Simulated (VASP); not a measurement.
# Ni (Fm-3m) in VASP: a series of runs

The runs below take Ni through single point, with RPBE.

Program: VASP 6.6.1. These are calculated values, not measurements. Logs are shortened: lines on timing, memory, paths and dates and some standing lists are left out, and cuts for length are marked.

## 1. The cell of the first run

It takes space group Fm-3m (No. 225, cubic). Conventional cell: a = 3.405 Å, b = 3.405 Å, c = 3.405 Å, α = 90.00°, β = 90.00°, γ = 90.00°. Within 3.2 Å of Ni (site symmetry m-3m) lie 12 Ni at 2.41 Å.

## 2. Single point, RPBE, collinear spin, ferromagnetic start (volume scaled by 0.88)

The input, INCAR:

```
SYSTEM = Ni
PREC = Accurate
ENCUT = 520
EDIFF = 1E-6
ISMEAR = -1
SIGMA = 0.05
LREAL = .False.
LASPH = .True.
NELM = 150
ALGO = Normal
ISIF = 2
LWAVE = .False.
LCHARG = .False.
ISPIN = 2
MAGMOM = 0.691
LORBIT = 11
LMAXMIX = 4
GGA = RP
NBANDS = 15
```

The input, KPOINTS:

```
regular mesh
0
Gamma
  25 25 25
  0 0 0
```

The input, POSCAR:

```
Ni
1.0
    0.0000000000      1.7025470108      1.7025470108
    1.7025470108      0.0000000000      1.7025470108
    1.7025470108      1.7025470108      0.0000000000
Ni
1
Direct
    0.0000000000      0.0000000000      0.0000000000
```

Potentials or basis: VASP PAW PBE potentials, release 64 (Ni).

The run is started by

```sh
> cat potpaw_PBE.64/Ni/POTCAR > POTCAR
> mpirun -np 1 vasp_std > vasp.out
```

OUTCAR:

```text
SYSTEM = Ni
   PREC = Accurate
   ENCUT = 520
   EDIFF = 1E-6
   ISMEAR = -1
   LREAL = .False.
   LASPH = .True.
   NELM = 150
   ISIF = 2
   ISPIN = 2
   LORBIT = 11
   GGA = RP

 ion  position               nearest neighbor table
   1  0.000  0.000  0.000-

  LATTYP: Found a face centered cubic cell.
 ALAT       =     3.4050940216

  Lattice vectors:

 A1 = (   0.0000000000,   1.7025470108,   1.7025470108)
 A2 = (   1.7025470108,   0.0000000000,   1.7025470108)
 A3 = (   1.7025470108,   1.7025470108,   0.0000000000)

Analysis of symmetry for initial positions (statically):
=====================================================================
 Subroutine PRICEL returns:
 Original cell was already a primitive cell.

 Routine SETGRP: Setting up the symmetry group for a
 face centered cubic supercell.

 Subroutine GETGRP returns: Found 48 space group operations
 (whereof 48 operations were pure point group operations)
 out of a pool of 48 trial point group operations.

The static configuration has the point symmetry O_h .

Analysis of symmetry for dynamics (positions and initial velocities):
=====================================================================
 Subroutine PRICEL returns:
 Original cell was already a primitive cell.

 Routine SETGRP: Setting up the symmetry group for a
 face centered cubic supercell.

 Subroutine GETGRP returns: Found 48 space group operations
 (whereof 48 operations were pure point group operations)
 out of a pool of 48 trial point group operations.

The dynamic configuration has the point symmetry O_h .

Analysis of structural, dynamic, and magnetic symmetry:
=====================================================================
 Subroutine PRICEL returns:
 Original cell was already a primitive cell.

 Routine SETGRP: Setting up the symmetry group for a
 face centered cubic supercell.

 Subroutine GETGRP returns: Found 48 space group operations
 (whereof 48 operations were pure point group operations)
 out of a pool of 48 trial point group operations.

The overall configuration has the point symmetry O_h .

 Subroutine INISYM returns: Found 48 space group operations
 (whereof 48 operations are pure point group operations),
 and found     1 'primitive' translations

----------------------------------------------------------------------------------------

                                     Primitive cell

  volume of cell :       9.8702

  direct lattice vectors                    reciprocal lattice vectors
     0.000000000  1.702547011  1.702547011    -0.293677647  0.293677647  0.293677647
     1.702547011  0.000000000  1.702547011     0.293677647 -0.293677647  0.293677647
     1.702547011  1.702547011  0.000000000     0.293677647  0.293677647 -0.293677647

  length of vectors
     2.407765073  2.407765073  2.407765073     0.508664606  0.508664606  0.508664606

  position of ions in fractional coordinates (direct lattice)
     0.000000000  0.000000000  0.000000000

  ion indices of the primitive-cell ions
   primitive index   ion index
                 1           1

----------------------------------------------------------------------------------------

 KPOINTS: regular mesh

Automatic generation of k-mesh.
 Grid dimensions read from file:
 generate k-points for:   25   25   25

 Generating k-lattice:

  Cartesian coordinates                     Fractional coordinates (reciprocal lattice)
    -0.011747106  0.011747106  0.011747106     0.040000000  0.000000000  0.000000000
     0.011747106 -0.011747106  0.011747106     0.000000000  0.040000000  0.000000000
     0.011747106  0.011747106 -0.011747106     0.000000000  0.000000000  0.040000000

  Length of vectors
     0.020346584  0.020346584  0.020346584

  Shift w.r.t. Gamma in fractional coordinates (k-lattice)
     0.000000000  0.000000000  0.000000000

 Subroutine IBZKPT returns following result:
 ===========================================

 Found    455 irreducible k-points:

 Following reciprocal coordinates:
            Coordinates               Weight
  0.000000  0.000000  0.000000      1.000000
  0.040000  0.000000  0.000000      8.000000
  0.080000  0.000000  0.000000      8.000000
  0.120000  0.000000  0.000000      8.000000
  0.160000  0.000000  0.000000      8.000000
  0.200000  0.000000  0.000000      8.000000
[... 16 lines left out ...]
  0.400000  0.040000  0.000000     24.000000
  0.440000  0.040000  0.000000     24.000000
 [... further k-points ...]
   k-points           NKPTS =    455   k-points in BZ     NKDIM =    455   number of bands    NBANDS=     15
   number of dos      NEDOS =    301   number of ions     NIONS =      1
   total plane-waves  NPLWV =   5832
   dimension x,y,z NGX =    18 NGY =   18 NGZ =   18
   dimension x,y,z NGXF=    36 NGYF=   36 NGZF=   36
   ions per type =               1
   NGX,Y,Z   is equivalent  to a cutoff of  12.43, 12.43, 12.43 a.u.
   NGXF,Y,Z  is equivalent  to a cutoff of  24.86, 24.86, 24.86 a.u.
 SYSTEM =  Ni
   PREC   = accura    normal or accurate (medium, high low for compatibility)
   ISTART =      0    job   : 0-new  1-cont  2-samecut
   ICHARG =      2    charge: 1-file 2-atom 10-const
   ISPIN  =      2    spin polarized calculation?
   LNONCOLLINEAR =      F non collinear calculations
   LSORBIT =      F    spin-orbit coupling
   LASPH  =      T    aspherical Exc in radial PAW
   ENCUT  =  520.0 eV  38.22 Ry    6.18 a.u.   4.48  4.48  4.48*2*pi/ulx,y,z
   NELM   =    150;   NELMIN=  2; NELMDL= -5     # of ELM steps
   EDIFF  = 0.1E-05   stopping-criterion for ELM
   LREAL  =      F    real-space projection
   EDIFFG = 0.1E-04   stopping-criterion for IOM
   NSW    =      0    number of steps for IOM
   IBRION =     -1    ionic relax: 0-MD 1-quasi-New 2-CG
   NFREE  =      0    steps in history (QN), initial steepest desc. (CG)
   ISIF   =      2    stress and relaxation
   ISYM   =      2    0-nonsym 1-usesym 2-fastsym
   POTIM  = 0.5000    time-step for ionic-motion
   TEBEG  =    0.0;   TEEND  =   0.0 temperature during run
   PSTRESS=    0.0 pullay stress
   NELECT =      10.0000    total number of electrons
   NUPDOWN=      -1.0000    fix difference up-down
   EMIN   =  10.00;   EMAX   =-10.00  energy-range for DOS
   EFERMI =   0.00;   METHOD = LEGACY
   ISMEAR =    -1;   SIGMA  =   0.05  broadening in eV -4-tet -1-fermi 0-gaus
   EFERMI_NEDOS =   21; number of points for ismear=-14 and -15
   IALGO  =     38    algorithm
   IMIX   =      4    mixing-type and parameters
     AMIX     =   0.40;   BMIX     =  1.00
     AMIX_MAG =   1.60;   BMIX_MAG =  1.00
  volume/ion in A,a.u.               =       9.87        66.61
  Fermi-wavevector in a.u.,A,eV,Ry     =   1.644242  3.107167 36.783780  2.703532
  Thomas-Fermi vector in A             =   2.734241
   LORBIT       =     11    0 simple, 1 ext, 2 COOP (PROOUT), +10 PAW based schemes
   GGA     = RP    functional components
   LHFCALC =     F    Hartree Fock is set to
   AEXX    =    0.0000 exact exchange contribution
   IVDW    =     0    specifies the selected vdW correction
   LEPSILON=     F    determine dielectric tensor
   LRPA    =     F    only Hartree local field effects (RPA)
 spin polarized calculation
  energy-cutoff  :      520.00
  volume of cell :        9.87
 maximum number of plane-waves:       283
 NGX is ok and might be reduce to    18
   NGX =  9   NGY =  9   NGZ =  9

 number of electron      10.0000000 magnetization       0.6910000

 number of electron       9.9999994 magnetization       0.6071286

 Free energy of the ion-electron system (eV)
  ---------------------------------------------------
  ext. energy  EPLUGINS =         0.00000000
  ---------------------------------------------------
  free energy    TOTEN  =        -4.84498699 eV

  energy without entropy =       -4.83250461  energy(sigma->0) =       -4.83874580

 E-fermi :  10.9758     XC(G=0): -13.7212

 val. band max:       10.9709958538   @ k =   0.3600   0.1200   0.0400
 cond. band min:      10.9819181910   @ k =  -0.3600   0.3200   0.0400
 fundamental gap:      0.0109223372
 Fermi energy:        10.9758182808

 spin component 1

 k-point     1 :       0.0000    0.0000    0.0000
  band No.  band energies     occupation
      1       1.2811      1.00000
      2       8.2771      1.00000
      3       8.2771      1.00000
      4       8.2771      1.00000
      5       9.6195      1.00000
      6       9.6195      1.00000
      7      35.4849      0.00000
      8      40.1788      0.00000
      9      40.1788      0.00000
     10      40.1788      0.00000
     11      43.5023      0.00000
     12      43.5023      0.00000
     13      43.5023      0.00000
     14      46.0836      0.00000
     15      53.7421      0.00000
[... 397 lines left out ...]
 k-point    24 :       0.4400    0.0400    0.0000
  band No.  band energies     occupation
      1       5.5400      1.00000
      2       8.2850      1.00000
      3       8.3496      1.00000
      4       9.4082      1.00000
      5      10.3445      1.00000
      6      10.6052      0.99940
      7      18.6806      0.00000
      8      33.8647      0.00000
      9      36.4165      0.00000
     10      37.5171      0.00000
     11      40.7672      0.00000
     12      41.6330      0.00000
     13      47.3080      0.00000
     14      55.9965      0.00000
     15      57.5205      0.00000

 [... further k-points ...]

 spin component 2

 k-point     1 :       0.0000    0.0000    0.0000
  band No.  band energies     occupation
      1       1.2292      1.00000
      2       9.0249      1.00000
      3       9.0249      1.00000
      4       9.0249      1.00000
      5      10.1983      1.00000
      6      10.1984      1.00000
      7      35.3071      0.00000
      8      40.1278      0.00000
      9      40.1278      0.00000
     10      40.1278      0.00000
     11      43.5827      0.00000
     12      43.5827      0.00000
     13      43.5827      0.00000
     14      45.9561      0.00000
     15      53.9707      0.00000
[... 397 lines left out ...]
 k-point    24 :       0.4400    0.0400    0.0000
  band No.  band energies     occupation
      1       5.9004      1.00000
      2       8.8808      1.00000
      3       8.9635      1.00000
      4       9.6284      1.00000
      5      11.0928      0.08783
      6      11.2120      0.00881
      7      19.0146      0.00000
      8      33.7261      0.00000
      9      36.4824      0.00000
     10      37.5892      0.00000
     11      40.7760      0.00000
     12      41.6525      0.00000
     13      47.4137      0.00000
     14      56.6097      0.00000
     15      58.3149      0.00000

 [... further k-points ...]

------------------------ aborting loop because EDIFF is reached ----------------------------------------

  FORCE on cell =-STRESS in cart. coord.  units (eV):
  Direction    XX          YY          ZZ          XY          YZ          ZX
  --------------------------------------------------------------------------------------
  -------------------------------------------------------------------------------------
  Total        1.9178818      1.9178818      1.9178818      0.0000000      0.0000000     -0.0000000
  in kB      311.3186072    311.3186072    311.3186072      0.0000000      0.0000000     -0.0000000
  external PRESSURE =     311.3186072 kB  Pullay stress =       0.0000000 kB

 VOLUME and BASIS-vectors are now :
 -----------------------------------------------------------------------------
  energy-cutoff  :      520.00
  volume of cell :        9.87
      direct lattice vectors                 reciprocal lattice vectors
     0.000000000  1.702547011  1.702547011    -0.293677647  0.293677647  0.293677647
     1.702547011  0.000000000  1.702547011     0.293677647 -0.293677647  0.293677647
     1.702547011  1.702547011  0.000000000     0.293677647  0.293677647 -0.293677647

 POSITION                                       TOTAL-FORCE (eV/Angst)
 -----------------------------------------------------------------------------------
      0.00000      0.00000      0.00000        -0.000000     -0.000000      0.000000
 -----------------------------------------------------------------------------------
    total drift:                                0.000000     -0.000000      0.000000

  FREE ENERGIE OF THE ION-ELECTRON SYSTEM (eV)
  ---------------------------------------------------
  free  energy   TOTEN  =        -4.8449869875 eV

  energy  without entropy=       -4.8325046090  energy(sigma->0) =       -4.83874580

 total charge

# of ion       s       p       d       tot
------------------------------------------
    1        0.541   0.591   8.363   9.496

 magnetization (x)

# of ion       s       p       d       tot
------------------------------------------
    1       -0.007  -0.028   0.646   0.611
```

Wall time 82 s (1 thread of AMD EPYC 9R45 (Zen 5), shared host); peak memory 0.17 GiB.

What came out:

| Property | Result |
| --- | --- |
| Free energy | -4.8450 eV |
| Pressure | 31.1 GPa |
| Net moment | 0.61 μB per cell |
| Site moments | Ni +0.61 μB |
| Valence electrons inside the program's atomic spheres | Ni 9.50 |

Levels at points of the mesh, in eV from the Fermi level:
Spin up:
```
           k point  band 3  band 4  band 5  band 6  band 7  band 8
(0.00, 0.00, 0.00)   -2.70   -2.70   -1.36   -1.36   24.51   29.20
```
Spin down:
```tsv
k point	band 1	band 2	band 3	band 4	band 5	band 6	band 7	band 8	band 9	band 10
(0.00, 0.00, 0.00)	-9.75	-1.95	-1.95	-1.95	-0.78	-0.78	24.33	29.15	29.15	29.15
```

Caveat: the PAW data sets were made with another functional, which shifts forces and pressure a little.

(Continued in part 2 of 2.)
